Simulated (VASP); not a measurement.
Wanted: the native input for a VASP 6.6.1 run.

| Item | Value |
| --- | --- |
| Task | single point |
| Functional | PBE-based screened hybrid with 20 % exact exchange |
| Potentials or basis | VASP PAW PBE potentials, release 64 (Mo_sv, S) |
| Cutoff | 520 eV |
| k mesh | 5 × 5 × 2 |
| Occupations | fermi-dirac, width 0.05 eV |
| Spin | no spin polarisation |
| Dipole correction | no |
| Grid for exact exchange (PRECFOCK) | Normal |
| Share of exact exchange | 0.2 |
| Further INCAR settings | ALGO = Normal; EDIFF = 1e-06; NBANDS = 20 |
| Screening parameter | 0.2 1/Å |

Crystal: MoS2.

```xyz
3
Lattice="3.2275 0.0000 0.0000 -1.6137 2.7951 0.0000 0.0000 0.0000 6.3125" Properties=species:S:1:pos:R:3 pbc="T T T"
Mo    0.0000    0.0000    3.1562
S     1.6137    0.9317    4.7008
S     0.0000    1.8634    1.6117
```

One way to write it, as run:

POSCAR

```
MoS2
1.0
    3.2274645616      0.0000000000      0.0000000000
   -1.6137322808      2.7950663001      0.0000000000
    0.0000000000      0.0000000000      6.3124734200
Mo S
1 2
Direct
    0.0000000000      0.0000000000      0.5000000000
    0.6666666667      0.3333333333      0.7446806800
    0.3333333333      0.6666666667      0.2553193200
```

INCAR.step1

```
SYSTEM = MoS2
PREC = Accurate ; ENCUT = 520
EDIFF = 1E-5 ; ISMEAR = -1
SIGMA = 0.05 ; LREAL = .False.
LASPH = .True. ; NELM = 100
ALGO = Normal ; ISIF = 2
LWAVE = .True. ; GGA = PE
NBANDS = 20
```

INCAR.step2

```
SYSTEM = MoS2
PREC = Accurate ; ENCUT = 520
EDIFF = 1E-6 ; ISMEAR = -1
SIGMA = 0.05 ; LREAL = .False.
LASPH = .True. ; NELM = 100
ALGO = Normal ; ISIF = 2
LWAVE = .False. ; LCHARG = .True.
GGA = PE ; LHFCALC = .True.
AEXX = 0.2 ; HFSCREEN = 0.2
PRECFOCK = Normal ; LELF = .True.
LVHAR = .True. ; ISTART = 1
NBANDS = 20
```

KPOINTS

```
Automatic mesh
0
Gamma
  5 5 2
  0 0 0
```

Potentials or basis: VASP PAW PBE potentials, release 64 (Mo_sv, S).

Launch:

```console
$ cat potpaw_PBE.64/Mo_sv/POTCAR potpaw_PBE.64/S/POTCAR > POTCAR
$ cp INCAR.step1 INCAR
$ mpirun -np 1 vasp_std > vasp.out
$ cp INCAR.step2 INCAR
$ mpirun -np 1 vasp_std > vasp.out
```

Results of the run:

| Item | Value |
| --- | --- |
| Pressure | -2.5 GPa |
| Largest force | 0.286 eV/Å |
| Band gap on the k mesh | zero (bands 13 and 14 overlap by 0.35 eV) |

Caveat: the k points lie up to 0.50 Å⁻¹ apart; the PAW data sets were made with another functional, which shifts forces and pressure a little.

Run time: 7.3 min on 1 thread of Intel(R) Xeon(R) 6975P-C (Granite Rapids), with other jobs on the host, peak memory 0.29 GiB.
